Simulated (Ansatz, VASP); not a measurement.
# Two plane-wave programs on Al

File INCAR:

```
SYSTEM = Al
ALGO = Fast ; EDIFF = 1E-7
ENCUT = 520 ; GGA = PS
ISIF = 2 ; ISMEAR = 0
IVDW = 12 ; LASPH = .True.
LCHARG = .True. ; LELF = .True.
LREAL = .False. ; LVHAR = .True.
LWAVE = .False. ; NBANDS = 14
NELM = 80 ; PREC = Accurate
SIGMA = 0.15
```

The input KPOINTS:

```
k-points
0
Gamma
  18 18 6
  0 0 0
```

The input POSCAR:

```
Al
1.0
    2.8007800515      0.0000000000      0.0000000000
   -1.4003900257      2.4255466750      0.0000000000
    0.0000000000      0.0000000000     10.5157000000
Al
4
Direct
    0.0000000000      0.0000000000      0.0000000000
    0.3333333333      0.6666666667      0.2500000000
    0.0000000000      0.0000000000      0.5000000000
    0.6666666667      0.3333333333      0.7500000000
```

Input for Ansatz:

```yaml
crystal:
  lattice:
    - [2.8007800515, 0.0, 0.0]
    - [-1.4003900257, 2.425546675, 0.0]
    - [0.0, 0.0, 10.5157]
  atoms:
    - { symbol: Al, position: [0.0, 0.0, 0.0] }
    - { symbol: Al, position: [0.3333333333, 0.6666666667, 0.25] }
    - { symbol: Al, position: [0.0, 0.0, 0.5] }
    - { symbol: Al, position: [0.6666666667, 0.3333333333, 0.75] }
basis:
  ecutwfc: 420
kpoints:
  mp_grid: { grid: [18, 18, 6] }
hamiltonian:
  xc: pbesol
  pseudopotentials: { kind: paw, azcp: { folder: soft_1 } }
  dispersion: d3bj
scf:
  occupations: { method: gaussian, width: 0.15 }
output:
  forces: true
  stress: true
  eigenvalues: true
```

Alike in both runs: task single point; functional PBEsol; dispersion D3(BJ); k mesh 18 × 18 × 6; occupations gaussian, width 0.15 eV; no spin polarisation.

```csv
,VASP,Ansatz
version,VASP 6.6.1,Ansatz 0.2.0
potentials or method,"VASP PAW PBE potentials, release 64 (Al), cutoff 520 eV","scalar-relativistic, plane waves, PAW"
valence electrons in the cell,12,12
```

```csv
,VASP,Ansatz,Ansatz less VASP
gap on the k mesh at the Fermi level (eV),none,none,-
pressure (GPa),-7.3,-7.3,-0.06
"traceless stress, the component that is largest in VASP (GPa)",-4.77,-4.72,+0.044
```

VASP's potentials were made for PBE, not for PBEsol, and Ansatz warns of the same on its side. A gap of «none» marks a metal or a gap that the smearing closes.
